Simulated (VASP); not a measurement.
# O in VASP: single point with PBE

Aim: the single point of O with PBE.

All numbers are computed with VASP 6.6.1; they aren't measurements. Logs are shortened: lines on timing, memory, paths and dates and some standing lists are left out, and cuts for length are marked.

### 1 The cell of the first run

The cell holds a sublattice, 2 atoms: a = 4.260 Å, b = 4.260 Å, c = 4.260 Å, α = 90.00°, β = 90.00°, γ = 90.00°.

### 2 Single point, PBE, collinear spin, ferromagnetic start

File INCAR:

```
SYSTEM = O
  PREC = Accurate
  ENCUT = 520
  EDIFF = 1E-6
  ISMEAR = 0
  SIGMA = 0.1
  LREAL = .FALSE.
  LASPH = .TRUE.
  NELM = 200
  ALGO = Normal
  ISIF = 2
  LWAVE = .FALSE.
  LCHARG = .TRUE.
  ISPIN = 2
  MAGMOM = 1 1
  LORBIT = 11
  GGA = PE
  LELF = .TRUE.
  LVHAR = .TRUE.
  NBANDS = 17
  GGA_COMPAT = .FALSE.
```

File KPOINTS:

```
regular mesh
0
G
  6 6 6
  0 0 0
```

File POSCAR:

```
O
1.0
    4.2600000000      0.0000000000      0.0000000000
    0.0000000000      4.2600000000      0.0000000000
    0.0000000000      0.0000000000      4.2600000000
O
2
Direct
    0.0000000000      0.0000000000      0.0000000000
    0.5000000000      0.5000000000      0.5000000000
```

Potentials or basis: VASP PAW PBE potentials, release 64 (O).

Command:

```bash
cat potpaw_PBE.64/O/POTCAR > POTCAR
mpirun -np 1 vasp_std > vasp.out
```

OUTCAR:

```text
SYSTEM = O
   PREC = Accurate
   ENCUT = 520
   EDIFF = 1E-6
   ISMEAR = 0
   LREAL = .FALSE.
   LASPH = .TRUE.
   NELM = 200
   ISIF = 2
   ISPIN = 2
   LORBIT = 11
   GGA = PE

 ion  position               nearest neighbor table
   1  0.000  0.000  0.000-
   2  0.500  0.500  0.500-

  LATTYP: Found a simple cubic cell.
 ALAT       =     4.2600000000

  Lattice vectors:

 A1 = (   4.2600000000,   0.0000000000,   0.0000000000)
 A2 = (   0.0000000000,   4.2600000000,   0.0000000000)
 A3 = (   0.0000000000,   0.0000000000,   4.2600000000)

Analysis of symmetry for initial positions (statically):
=====================================================================
 Subroutine PRICEL returns following result:

  LATTYP: Found a body centered cubic cell.
 ALAT       =     4.2600000000
[... 12 lines left out ...]
 Subroutine GETGRP returns: Found 48 space group operations
 (whereof 48 operations were pure point group operations)
 out of a pool of 48 trial point group operations.

The static configuration has the point symmetry O_h .

Analysis of symmetry for dynamics (positions and initial velocities):
=====================================================================
 Subroutine PRICEL returns following result:

  LATTYP: Found a body centered cubic cell.
 ALAT       =     4.2600000000
[... 12 lines left out ...]
 Subroutine GETGRP returns: Found 48 space group operations
 (whereof 48 operations were pure point group operations)
 out of a pool of 48 trial point group operations.

The dynamic configuration has the point symmetry O_h .

Analysis of structural, dynamic, and magnetic symmetry:
=====================================================================
 Subroutine PRICEL returns following result:

  LATTYP: Found a body centered cubic cell.
 ALAT       =     4.2600000000
[... 12 lines left out ...]
 Subroutine GETGRP returns: Found 48 space group operations
 (whereof 48 operations were pure point group operations)
 out of a pool of 48 trial point group operations.

The overall configuration has the point symmetry O_h .

 Subroutine INISYM returns: Found 48 space group operations
 (whereof 48 operations are pure point group operations),
 and found     2 'primitive' translations

----------------------------------------------------------------------------------------

                                     Primitive cell

  volume of cell :      38.6544

  direct lattice vectors                    reciprocal lattice vectors
     2.130000000  2.130000000 -2.130000000     0.234741784  0.234741784  0.000000000
    -2.130000000  2.130000000  2.130000000    -0.000000000  0.234741784  0.234741784
     2.130000000 -2.130000000  2.130000000     0.234741784  0.000000000  0.234741784

  length of vectors
     3.689268220  3.689268220  3.689268220     0.331975015  0.331975015  0.331975015

  position of ions in fractional coordinates (direct lattice)
[... 104 lines left out ...]
 Gauss-broadening in eV      SIGMA  =   0.10
  energy-cutoff  :      520.00
  volume of cell :       77.31
 maximum number of plane-waves:      2103
 NGX is ok and might be reduce to    32
   NGX = 15   NGY = 15   NGZ = 15

 number of electron      11.9999990 magnetization       4.0000310

 Free energy of the ion-electron system (eV)
  ---------------------------------------------------
  ext. energy  EPLUGINS =         0.00000000
  ---------------------------------------------------
  free energy    TOTEN  =        -3.65585664 eV

  energy without entropy =       -3.62924308  energy(sigma->0) =       -3.64254986

 E-fermi :  -5.5252     XC(G=0):  -5.1637

 val. band max:       -5.5294418614   @ k =   0.1667   0.0000   0.0000
 cond. band min:      -5.5030062156   @ k =   0.3333   0.1667   0.1667
 fundamental gap:      0.0264356457
 Fermi energy:        -5.5252478677

 spin component 1

 k-point     1 :       0.0000    0.0000    0.0000
  band No.  band energies     occupation
      1     -23.6261      1.00000
      2     -23.5073      1.00000
      3      -8.6485      1.00000
      4      -8.6485      1.00000
      5      -8.6485      1.00000
      6      -8.3494      1.00000
[... 376 lines left out ...]
      3      -8.5884      1.00000
      4      -8.5884      1.00000
      5      -8.5884      1.00000
      6      -8.5884      1.00000
[... 9 lines left out ...]
     16       9.0469      0.00000
     17      17.8713      0.00000
 Fermi energy:        -5.5252478677

 spin component 2

 k-point     1 :       0.0000    0.0000    0.0000
  band No.  band energies     occupation
      1     -20.3119      1.00000
      2     -20.1415      1.00000
      3      -5.5632      0.70433
      4      -5.5632      0.70433
      5      -5.5632      0.70433
      6      -5.1058      0.00000
[... 377 lines left out ...]
      4      -5.4933      0.32588
      5      -5.4933      0.32588
      6      -5.4933      0.32588
[... 9 lines left out ...]
     16       9.9140      0.00000
     17      18.6377      0.00000

------------------------ aborting loop because EDIFF is reached ----------------------------------------

  FORCE on cell =-STRESS in cart. coord.  units (eV):
  Direction    XX          YY          ZZ          XY          YZ          ZX
  --------------------------------------------------------------------------------------
  -------------------------------------------------------------------------------------
  Total       -1.0542194     -1.0542194     -1.0542194      0.0000000     -0.0000000      0.0000000
  in kB      -21.8480561    -21.8480561    -21.8480561      0.0000000     -0.0000000      0.0000000
  external PRESSURE =     -21.8480561 kB  Pullay stress =       0.0000000 kB

 VOLUME and BASIS-vectors are now :
 -----------------------------------------------------------------------------
  energy-cutoff  :      520.00
  volume of cell :       77.31
      direct lattice vectors                 reciprocal lattice vectors
     4.260000000  0.000000000  0.000000000     0.234741784  0.000000000  0.000000000
     0.000000000  4.260000000  0.000000000     0.000000000  0.234741784  0.000000000
     0.000000000  0.000000000  4.260000000     0.000000000  0.000000000  0.234741784

 POSITION                                       TOTAL-FORCE (eV/Angst)
 -----------------------------------------------------------------------------------
      0.00000      0.00000      0.00000         0.000000      0.000000      0.000000
      2.13000      2.13000      2.13000        -0.000000     -0.000000     -0.000000
 -----------------------------------------------------------------------------------
    total drift:                                0.000000      0.000000     -0.000000

  FREE ENERGIE OF THE ION-ELECTRON SYSTEM (eV)
  ---------------------------------------------------
  free  energy   TOTEN  =        -3.6558566364 eV

  energy  without entropy=       -3.6292430771  energy(sigma->0) =       -3.64254986

 total charge

# of ion       s       p       d       tot
------------------------------------------
    1        1.628   2.901   0.000   4.529
    2        1.628   2.901   0.000   4.529
--------------------------------------------------
tot          3.256   5.802   0.000   9.058

 magnetization (x)

# of ion       s       p       d       tot
------------------------------------------
    1        0.015   1.580   0.000   1.595
    2        0.015   1.580   0.000   1.595
--------------------------------------------------
tot          0.030   3.161   0.000   3.191
```

stdout:

```text
POSCAR found type information on POSCAR O
 POSCAR found :  1 types and       2 ions
 scaLAPACK will be used
 LDA part: xc-table for (Slater+PW92), standard interpolation
 POSCAR, INCAR and KPOINTS ok, starting setup
 FFT: planning ... GRIDC
 FFT: planning ... GRID_SOFT
 FFT: planning ... GRID
 WAVECAR not read
 entering main loop
```

Run time: 41 s. Hardware: 1 thread of Intel Xeon 8259CL, shared host; peak memory 0.21 GiB.

What came out:

| Property | Result |
| --- | --- |
| Free energy | -3.6559 eV |
| Pressure | -2.2 GPa |
| Band gap on the k mesh | zero (filled and empty bands overlap) |
| Net moment | 4.00 μB per cell |
| Site moments | O +1.59 μB |
| Valence electrons inside the program's atomic spheres | O 4.53 |
